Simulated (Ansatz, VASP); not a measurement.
# Sb in VASP and in Ansatz

```
CELL_PARAMETERS angstrom
0.00000 2.17594 2.17594
2.17594 0.00000 2.17594
2.17594 2.17594 0.00000
ATOMIC_POSITIONS crystal
Sb 0.00000 0.00000 0.00000
```

Change from the starting cell: volume scaled by 0.8, LAPW.

Alike in both runs: task single point; functional LDA; k mesh 15 × 15 × 15; occupations fermi-dirac, width 0.1 eV; no spin polarisation.

|  | VASP | Ansatz |
| --- | --- | --- |
| version | VASP 6.6.1 | Ansatz 0.2.0 |
| potentials or method | VASP PAW LDA potentials, release 64 (Sb), cutoff 520 eV | all-electron LAPW, scalar-relativistic |

|  | VASP | Ansatz | Ansatz less VASP |
| --- | --- | --- | --- |
| pressure (GPa) | 26.7 | 25.9 | -0.71 |

LDA's correlation is that of Perdew and Zunger in VASP and of Perdew and Wang (1992) in Ansatz. Ansatz ran all-electron here, and VASP with PAW potentials.

Neither program's run includes spin-orbit coupling.
